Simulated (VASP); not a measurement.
A run of VASP 6.6.1 is set up as follows.

INCAR

```
SYSTEM = SrLuI5
PREC     = Accurate       ! precision mode
ENCUT    = 520            ! plane-wave cutoff, eV
EDIFF    = 1E-6           ! SCF threshold, eV
ISMEAR   = -1             ! smearing method
SIGMA    = 0.05           ! smearing width, eV
LREAL    = .False.        ! projectors in reciprocal space
LASPH    = .True.         ! aspherical terms in the spheres
NELM     = 60             ! most SCF steps
ALGO     = Normal         ! electronic algorithm
ISIF     = 2              ! what is computed and relaxed
LWAVE    = .False.        ! write WAVECAR
LCHARG   = .False.        ! write CHGCAR
GGA      = PS             ! functional
NBANDS   = 44             ! bands
```

The input KPOINTS:

```
regular mesh
0
Gamma
  4 4 2
  0 0 0
```

File POSCAR:

```
SrLuI5
1.0
    4.2341356553     -0.7875318882     -0.0054609829
   -0.7968029211      7.3697057717      0.0000296856
    0.0142605410      0.0063979037      9.5905949296
Sr Lu I
1 1 5
Direct
    0.0134589020     -0.2609269005      0.4947417830
    0.5160522987      0.7438172100     -0.0053846142
    0.1603347095      0.0355313525     -0.0054267464
    0.6123196324     -0.0611395656      0.6903086213
   -0.0956649175      0.5183028449      0.8097132729
    0.6122943639     -0.0613343974      0.2988767067
   -0.0953893940      0.5185617848      0.1797192956
```

Potentials or basis: VASP PAW PBE potentials, release 64 (Sr_sv, Lu, I).

Launch:

```bash
$ cat potpaw_PBE.64/Sr_sv/POTCAR potpaw_PBE.64/Lu/POTCAR potpaw_PBE.64/I/POTCAR > POTCAR
$ mpirun -np 1 vasp_std > vasp.out
```

(1) Predict the largest force.

(2) What does it give for the band gap on the k mesh?

(3) Predict the pressure.

Results:

(1) 0.021 eV/Å.

(2) 1.82 eV.

(3) 0.1 GPa.

Caveat: the PAW data sets were made with another functional, which shifts forces and pressure a little; spin-orbit coupling is left out, which moves the levels of the heavy elements.
